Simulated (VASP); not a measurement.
Here is a VASP 6.6.1 calculation.

Contents of INCAR:

```
SYSTEM = TbBe2H2
ALGO     = Normal         ! electronic algorithm
EDIFF    = 1E-6           ! SCF threshold, eV
ENCUT    = 600            ! plane-wave cutoff, eV
GGA      = PE             ! functional
GGA_COMPAT= .FALSE.      
ISIF     = 2              ! what is computed and relaxed
ISMEAR   = 0              ! smearing method
LASPH    = .TRUE.         ! aspherical terms in the spheres
LCHARG   = .FALSE.        ! write CHGCAR
LMAXMIX  = 6              ! l up to which the mixer works
LREAL    = .FALSE.        ! projectors in reciprocal space
LWAVE    = .FALSE.        ! write WAVECAR
NBANDS   = 16             ! bands
NELM     = 200            ! most SCF steps
PREC     = Accurate       ! precision mode
SIGMA    = 0.1            ! smearing width, eV
```

The input KPOINTS:

```
k-points
0
G
  6 6 4
  0 0 0
```

File POSCAR:

```
TbBe2H2
1.0
    3.7107505349      0.0000000000      0.0000000000
   -1.8553752674      3.2136042303      0.0000000000
    0.0000000000      0.0000000000      4.8970848480
Tb Be H
1 2 2
Direct
    0.0000000000      0.0000000000      0.5000000000
    0.3333333333      0.6666666667      0.0000000000
    0.6666666667      0.3333333333      0.0000000000
    0.0000000000      0.0000000000      0.0867028363
    0.0000000000      0.0000000000      0.9132971637
```

Potentials or basis: VASP PAW PBE potentials, release 64 (Tb_3, Be, H), 4f in core.

Run with:

```bash
$ cat potpaw_PBE.64/Tb_3/POTCAR potpaw_PBE.64/Be/POTCAR potpaw_PBE.64/H/POTCAR > POTCAR
$ mpirun -np 1 vasp_std > vasp.out
```

(1) What does it give for the pressure?

(2) What does it give for the band gap on the k mesh?

(3) Predict the largest force.

## Answers

(1) 0.3 GPa.

(2) zero (an odd number of electrons rules out a gap without spin polarisation).

(3) 0.027 eV/Å.

Caveat: spin-orbit coupling is left out, which moves the levels of the heavy elements; the 4f electrons are frozen in the core, so they carry no moment and show no levels.
